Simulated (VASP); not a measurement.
A run of VASP 6.6.1 is set up as follows.

Contents of INCAR:

```
SYSTEM = LaSi2Ir2
PREC = Accurate
ENCUT = 520
EDIFF = 1E-7
ISMEAR = 1
SIGMA = 0.1
LREAL = .FALSE.
LASPH = .TRUE.
NELM = 60
ALGO = Normal
ISIF = 2
LWAVE = .FALSE.
LCHARG = .FALSE.
GGA = PS
NBANDS = 26
```

File KPOINTS:

```
Automatic mesh
0
G
  9 9 9
  0 0 0
```

The input POSCAR:

```
LaSi2Ir2
1.0
   -2.0052127645      2.0052127645      5.0193992211
    2.0052127645     -2.0052127645      5.0193992211
    2.0052127645      2.0052127645     -5.0193992211
La Si Ir
1 2 2
Direct
    0.0000000000      0.0000000000      0.0000000000
    0.3730000000      0.3730000000      0.0000000000
    0.6270000000      0.6270000000      0.0000000000
    0.7500000000      0.2500000000      0.5000000000
    0.2500000000      0.7500000000      0.5000000000
```

Potentials or basis: VASP PAW PBE potentials, release 64 (La, Si, Ir).

Launch:

```bash
$ cat potpaw_PBE.64/La/POTCAR potpaw_PBE.64/Si/POTCAR potpaw_PBE.64/Ir/POTCAR > POTCAR
$ mpirun -np 1 vasp_std > vasp.out
```

Predict the largest force.

0.856 eV/Å.

Predict the pressure.

15.0 GPa.

Stress tensor (GPa, compression positive):
```
15.76  0.00  0.00
 0.00 15.76  0.00
 0.00  0.00 13.56
```

Caveat: the PAW data sets were made with another functional, which shifts forces and pressure a little.
